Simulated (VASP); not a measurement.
# P (Pm-3m) in VASP: a series of runs

Runs on P. Level: PBE. Tasks: single point.

All numbers are computed with VASP 6.6.1; they aren't measurements. Logs are shortened: lines on timing, memory, paths and dates and some standing lists are left out, and cuts for length are marked.

## (1) The cell of the first run

The structure is cubic, space group Pm-3m (No. 221). Conventional cell: a = 2.395 Å, b = 2.395 Å, c = 2.395 Å, α = 90.00°, β = 90.00°, γ = 90.00°. Within 3.2 Å of P (site symmetry m-3m) lie 6 P at 2.39 Å.

## (2) Single point, PBE

File INCAR:

```
SYSTEM = P
PREC = Accurate ; ENCUT = 520
EDIFF = 1E-6 ; ISMEAR = -1
SIGMA = 0.06122561905347299 ; LREAL = .False.
LASPH = .True. ; NELM = 100
ALGO = Normal ; ISIF = 2
LWAVE = .False. ; LCHARG = .True.
GGA = PE ; LELF = .True.
LVHAR = .True. ; NBANDS = 8
```

File KPOINTS:

```
regular mesh
0
Gamma
  15 15 15
  0 0 0
```

File POSCAR:

```
P
1.0
    2.3945006492      0.0000000000      0.0000000000
    0.0000000000      2.3945006492      0.0000000000
    0.0000000000      0.0000000000      2.3945006492
P
1
Direct
    0.0000000000      0.0000000000      0.0000000000
```

Potentials or basis: VASP PAW PBE potentials, release 64 (P).

Command:

```sh
$ cat potpaw_PBE.64/P/POTCAR > POTCAR
$ mpirun -np 1 vasp_std > vasp.out
```

OUTCAR:

```text
SYSTEM = P
   PREC = Accurate
   ENCUT = 520
   EDIFF = 1E-6
   ISMEAR = -1
   LREAL = .False.
   LASPH = .True.
   NELM = 100
   ISIF = 2
   GGA = PE

 ion  position               nearest neighbor table
   1  0.000  0.000  0.000-

  LATTYP: Found a simple cubic cell.
 ALAT       =     2.3945006492

  Lattice vectors:

 A1 = (   2.3945006492,   0.0000000000,   0.0000000000)
 A2 = (   0.0000000000,   2.3945006492,   0.0000000000)
 A3 = (   0.0000000000,   0.0000000000,   2.3945006492)

Analysis of symmetry for initial positions (statically):
=====================================================================
 Subroutine PRICEL returns:
 Original cell was already a primitive cell.

 Routine SETGRP: Setting up the symmetry group for a
 simple cubic supercell.

 Subroutine GETGRP returns: Found 48 space group operations
 (whereof 48 operations were pure point group operations)
 out of a pool of 48 trial point group operations.

The static configuration has the point symmetry O_h .

Analysis of symmetry for dynamics (positions and initial velocities):
=====================================================================
 Subroutine PRICEL returns:
 Original cell was already a primitive cell.

 Routine SETGRP: Setting up the symmetry group for a
 simple cubic supercell.

 Subroutine GETGRP returns: Found 48 space group operations
 (whereof 48 operations were pure point group operations)
 out of a pool of 48 trial point group operations.

The dynamic configuration has the point symmetry O_h .

 Subroutine INISYM returns: Found 48 space group operations
 (whereof 48 operations are pure point group operations),
 and found     1 'primitive' translations

----------------------------------------------------------------------------------------

                                     Primitive cell

  volume of cell :      13.7292

  direct lattice vectors                    reciprocal lattice vectors
     2.394500649  0.000000000  0.000000000     0.417623608  0.000000000  0.000000000
     0.000000000  2.394500649  0.000000000     0.000000000  0.417623608  0.000000000
     0.000000000  0.000000000  2.394500649     0.000000000  0.000000000  0.417623608

  length of vectors
     2.394500649  2.394500649  2.394500649     0.417623608  0.417623608  0.417623608

[... 72 lines left out ...]
   ISPIN  =      1    spin polarized calculation?
   LNONCOLLINEAR =      F non collinear calculations
   LSORBIT =      F    spin-orbit coupling
   LASPH  =      T    aspherical Exc in radial PAW
   ENCUT  =  520.0 eV  38.22 Ry    6.18 a.u.   4.45  4.45  4.45*2*pi/ulx,y,z
   NELM   =    100;   NELMIN=  2; NELMDL= -5     # of ELM steps
   EDIFF  = 0.1E-05   stopping-criterion for ELM
   LREAL  =      F    real-space projection
   EDIFFG = 0.1E-04   stopping-criterion for IOM
   NSW    =      0    number of steps for IOM
   IBRION =     -1    ionic relax: 0-MD 1-quasi-New 2-CG
   NFREE  =      0    steps in history (QN), initial steepest desc. (CG)
   ISIF   =      2    stress and relaxation
   ISYM   =      2    0-nonsym 1-usesym 2-fastsym
   POTIM  = 0.5000    time-step for ionic-motion
   TEBEG  =    0.0;   TEEND  =   0.0 temperature during run
   PSTRESS=    0.0 pullay stress
   NELECT =       5.0000    total number of electrons
   NUPDOWN=      -1.0000    fix difference up-down
   EMIN   =  10.00;   EMAX   =-10.00  energy-range for DOS
   EFERMI =   0.00;   METHOD = LEGACY
   ISMEAR =    -1;   SIGMA  =   0.06  broadening in eV -4-tet -1-fermi 0-gaus
   EFERMI_NEDOS =   21; number of points for ismear=-14 and -15
   IALGO  =     38    algorithm
   IMIX   =      4    mixing-type and parameters
     AMIX     =   0.40;   BMIX     =  1.00
     AMIX_MAG =   1.60;   BMIX_MAG =  1.00
  volume/ion in A,a.u.               =      13.73        92.65
  Fermi-wavevector in a.u.,A,eV,Ry     =   1.169095  2.209270 18.596219  1.366784
  Thomas-Fermi vector in A             =   2.305573
   LORBIT       =      0    0 simple, 1 ext, 2 COOP (PROOUT), +10 PAW based schemes
   GGA     = PE    functional components
[... 5 lines left out ...]
 non-spin polarized calculation
  energy-cutoff  :      520.00
  volume of cell :       13.73
 maximum number of plane-waves:       384
 NGX is ok and might be reduce to    18
   NGX =  9   NGY =  9   NGZ =  9

 number of electron       4.9999998 magnetization

 Free energy of the ion-electron system (eV)
  ---------------------------------------------------
  ext. energy  EPLUGINS =         0.00000000
  ---------------------------------------------------
  free energy    TOTEN  =        -5.24872183 eV

  energy without entropy =       -5.24308982  energy(sigma->0) =       -5.24590583

 E-fermi :  10.6100     XC(G=0): -11.5377

 val. band max:       10.5154869275   @ k =   0.4667   0.2667   0.0667
 cond. band min:      10.6267882990   @ k =   0.4667   0.2667   0.2667
 fundamental gap:      0.1113013715
 Fermi energy:        10.6100176705

 k-point     1 :       0.0000    0.0000    0.0000
  band No.  band energies     occupation
      1      -6.6104      2.00000
      2      15.8534      0.00000
      3      15.8534      0.00000
      4      15.8534      0.00000
      5      17.2233      0.00000
      6      17.2233      0.00000
      7      25.5078      0.00000
      8      35.7269      0.00000
[... 243 lines left out ...]
 k-point    24 :       0.3333    0.2000    0.0000
  band No.  band energies     occupation
      1      -3.0933      2.00000
      2       5.4333      2.00000
      3      11.3447      0.00001
      4      18.5072      0.00000
      5      20.4912      0.00000
      6      23.3873      0.00000
      7      28.1233      0.00000
      8      29.9538      0.00000

 [... further k-points ...]

------------------------ aborting loop because EDIFF is reached ----------------------------------------

  FORCE on cell =-STRESS in cart. coord.  units (eV):
  Direction    XX          YY          ZZ          XY          YZ          ZX
  --------------------------------------------------------------------------------------
  -------------------------------------------------------------------------------------
  Total        0.7176186      0.7176186      0.7176186     -0.0000000     -0.0000000     -0.0000000
  in kB       83.7450988     83.7450988     83.7450988     -0.0000000     -0.0000000     -0.0000000
  external PRESSURE =      83.7450988 kB  Pullay stress =       0.0000000 kB

 VOLUME and BASIS-vectors are now :
 -----------------------------------------------------------------------------
  energy-cutoff  :      520.00
  volume of cell :       13.73
      direct lattice vectors                 reciprocal lattice vectors
     2.394500649  0.000000000  0.000000000     0.417623608  0.000000000  0.000000000
     0.000000000  2.394500649  0.000000000     0.000000000  0.417623608  0.000000000
     0.000000000  0.000000000  2.394500649     0.000000000  0.000000000  0.417623608

 POSITION                                       TOTAL-FORCE (eV/Angst)
 -----------------------------------------------------------------------------------
      0.00000      0.00000      0.00000         0.000000      0.000000      0.000000
 -----------------------------------------------------------------------------------
    total drift:                                0.000000     -0.000000      0.000000

  FREE ENERGIE OF THE ION-ELECTRON SYSTEM (eV)
  ---------------------------------------------------
  free  energy   TOTEN  =        -5.2487218274 eV

  energy  without entropy=       -5.2430898237  energy(sigma->0) =       -5.24590583
```

Run time: 11 s. Hardware: 1 thread of AMD EPYC 7R13 (Zen 3), shared host; peak memory 0.09 GiB.

Results:

- Free energy: -5.2487 eV
- Pressure: 8.4 GPa

Levels at points of the mesh, in eV from the Fermi level:
```tsv
k point	band 1	band 2	band 3	band 4	band 5
(0.00, 0.00, 0.00)	-17.22	5.24	5.24	5.24	6.61
```

## (3) Single point, PBE

This run uses another cell than the first one, of 14.02 Å³/atom, 1.021 times its volume.

File INCAR:

```
PREC = Accurate ; ENCUT = 520
EDIFF = 1E-6 ; ISMEAR = -1
SIGMA = 0.06122561905347299 ; LREAL = False
LASPH = True ; NELM = 60
ALGO = Normal ; ISIF = 2
LWAVE = False ; LCHARG = False
GGA = PE ; NBANDS = 8
```

File KPOINTS:

```
regular mesh
0
Gamma
  15 15 15
```

File POSCAR:

```
P
1.0
    2.4113638854      0.0000000000      0.0000000000
    0.0000000000      2.4113638854      0.0000000000
    0.0000000000      0.0000000000      2.4113638854
P
1
Direct
    0.0000000000      0.0000000000      0.0000000000
```

Potentials or basis: VASP PAW PBE potentials, release 64 (P).

Command:

```sh
$ cat potpaw_PBE.64/P/POTCAR > POTCAR
$ mpirun -np 1 vasp_std > vasp.out
```

It used 6.9 s of CPU time on 1 thread of AMD EPYC 7R13 Processor (Zen 3), with other jobs on the host.

Results (log left out):

| Item | Value |
| --- | --- |
| Free energy | -5.2612 eV |
| Pressure | 5.3 GPa |

Levels at points of the mesh, in eV from the Fermi level:
```tsv
k point	band 1	band 2	band 3	band 4	band 5
(0.00, 0.00, 0.00)	-16.99	5.13	5.13	5.13	6.65
```
